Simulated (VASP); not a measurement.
HfC, 2 atoms in the cell. The structure is cubic, space group Fm-3m (No. 225). The conventional cell has a = 4.650 Å, b = 4.650 Å, c = 4.650 Å, α = 90.00°, β = 90.00°, γ = 90.00°. Hf (site symmetry m-3m) has 6 C at 2.33 Å within 3.1 Å. Within 3.1 Å of C (site symmetry m-3m) lie 6 Hf at 2.33 Å. 

| Property | Result |
| --- | --- |
| Program | VASP 6.6.1 |
| Task | relaxation of cell and atoms |
| Functional | r2SCAN |
| Potentials or basis | VASP PAW PBE potentials, release 64 (Hf_pv, C) |
| Cutoff | 600 eV |
| k mesh | 16 × 16 × 16 |
| Occupations | gaussian, width 0.1 eV |
| Spin | no spin polarisation |
| Dipole correction | no |
| Further INCAR settings | ALGO = Normal; EDIFF = 1e-07; IBRION = 2; EDIFFG = -0.005; NSW = 100; ISIF = 3 |

Potentials or basis: VASP PAW PBE potentials, release 64 (Hf_pv, C).

The run is started by

```bash
$ cat potpaw_PBE.64/Hf_pv/POTCAR potpaw_PBE.64/C/POTCAR > POTCAR
$ cp INCAR.step1 INCAR
$ mpirun -np 1 vasp_std > vasp.out
$ cp INCAR.step2 INCAR
$ mpirun -np 1 vasp_std > vasp.out
```

Hardware: 1 thread of Intel(R) Xeon(R) 6975P-C (Granite Rapids) (shared host).

Q: How long does it take, and how much memory?

A: Wall time 6.1 min on 1 thread of Intel(R) Xeon(R) 6975P-C (Granite Rapids) (shared host), peak memory 0.21 GiB. Counts: k points 145, ion steps 4.
